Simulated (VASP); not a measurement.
YMg2O2, 5 atoms in the cell. It takes space group I4/mmm (No. 139, tetragonal). Conventional cell: a = 5.442 Å, b = 5.442 Å, c = 5.182 Å, α = 90.00°, β = 90.00°, γ = 90.00°. Y (site symmetry 4/mmm) has 2 O at 1.93 Å within 2.6 Å. Mg (site symmetry mmm) has 2 Mg at 2.59 Å and 2 Y at 2.72 Å and 8 O at 2.80 to 3.34 Å within 3.4 Å. Within 1.8 Å of O (site symmetry 4mm) lie 1 O at 1.32 Å. 

- Program: VASP 6.6.1
- Task: relaxation of cell and atoms
- Functional: PBE
- Potentials or basis: VASP PAW PBE potentials, release 64 (Y_sv, Mg, O)
- Cutoff: 600 eV
- k mesh: 4 × 4 × 4
- Occupations: gaussian, width 0.1 eV
- Spin: no spin polarisation
- Dipole correction: no
- Further INCAR settings: ALGO = Normal; EDIFF = 1e-06; IBRION = 2; EDIFFG = -0.04; NSW = 90; ISIF = 3

Potentials or basis: VASP PAW PBE potentials, release 64 (Y_sv, Mg, O).

Command:

```sh
$ cat potpaw_PBE.64/Y_sv/POTCAR potpaw_PBE.64/Mg/POTCAR potpaw_PBE.64/O/POTCAR > POTCAR
$ mpirun -np 1 vasp_std > vasp.out
```

Hardware: 1 thread of Intel(R) Xeon(R) Platinum 8488C (Sapphire Rapids), with other jobs on the host.

Task: Estimate the wall time of this run.

Result: Run time: 4.1 min on 1 thread of Intel(R) Xeon(R) Platinum 8488C (Sapphire Rapids), with other jobs on the host, peak memory 0.26 GiB. Counts: scf iterations 111, k points 13, ion steps 12.
